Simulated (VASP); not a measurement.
Here is a VASP 6.6.1 calculation.

File INCAR:

```
SYSTEM = InSb3
ALGO = Normal
EDIFF = 1E-6
ENCUT = 520
GGA = PE
ISIF = 2
ISMEAR = 0
LASPH = .True.
LCHARG = .True.
LELF = .True.
LREAL = .False.
LVHAR = .True.
LWAVE = .False.
NBANDS = 22
NELM = 100
PREC = Accurate
SIGMA = 0.15
```

The input KPOINTS:

```
k-points
0
Gamma
  10 10 10
  0 0 0
```

POSCAR

```
InSb3
1.0
    4.8000000000      0.0000000000      0.0000000000
    0.0000000000      4.8000000000      0.0000000000
    0.0000000000      0.0000000000      5.1000000000
In Sb
1 3
Direct
    0.0000000000      0.0000000000      0.0000000000
    0.5000000000      0.0000000000      0.5000000000
    0.0000000000      0.5000000000      0.5000000000
    0.5000000000      0.5000000000      0.0000000000
```

Potentials or basis: VASP PAW PBE potentials, release 64 (In_d, Sb).

Command:

```sh
$ cat potpaw_PBE.64/In_d/POTCAR potpaw_PBE.64/Sb/POTCAR > POTCAR
$ mpirun -np 1 vasp_std > vasp.out
```

(1) Predict the pressure.

(2) Predict the band gap on the k mesh.

Results:

(1) -2.4 GPa.

(2) zero (band 14 reaches 9.92 eV, above the bottom of band 15 at 5.99 eV).

Caveat: spin-orbit coupling is left out, which moves the levels of the heavy elements.
